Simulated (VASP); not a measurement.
Runs of VASP 6.6.1 on Ru. The structure is that of space group Im-3m (No. 229), or close to it. The cells are those of the table. 

| task | spin | cell | k mesh | cutoff (eV) | smearing | gap on the mesh (eV) | pressure (GPa) | moment (μB) |
| --- | --- | --- | --- | --- | --- | --- | --- | --- |
| single point | collinear, ferromagnetic start | a = 2.644 Å, angles 109.5°, 1 atom | 15 × 15 × 15 | 520 | fermi-dirac 0.05 eV | none | -0.1 | 0.00 |
| single point | collinear, ferromagnetic start | a = 2.713 Å, angles 109.5°, 1 atom | 16 × 16 × 16 | 520 | fermi-dirac 0.05 eV | none | -17.9 | (b) |
| single point | off | a = 2.714 Å, angles 109.5°, 1 atom | 16 × 16 × 16 | 520 | fermi-dirac 0.1 eV | none | -17.7 | - |
| single point | collinear, ferromagnetic start | a = 2.746 Å, angles 109.5°, 1 atom | 16 × 16 × 16 | 520 | fermi-dirac 0.05 eV | none | -19.2 | (a) |
| relaxation of cell and atoms | collinear, ferromagnetic start | relaxed from a = 2.602 Å, angles 109.5°, 1 atom | 15 × 15 × 15 | 600 | fermi-dirac 0.05 eV | none | -0.1 | 0.00 |

Alike in all rows: level PBE; potentials or basis VASP PAW PBE potentials, release 64 (Ru_pv).

Task: Fill in the values left out.

Result: (a) 1.11; (b) 0.01.

A k mesh can miss the band edges, and the runs leave out spin-orbit coupling on Ru.

A gap of «none» marks levels without a gap at the run's occupations.
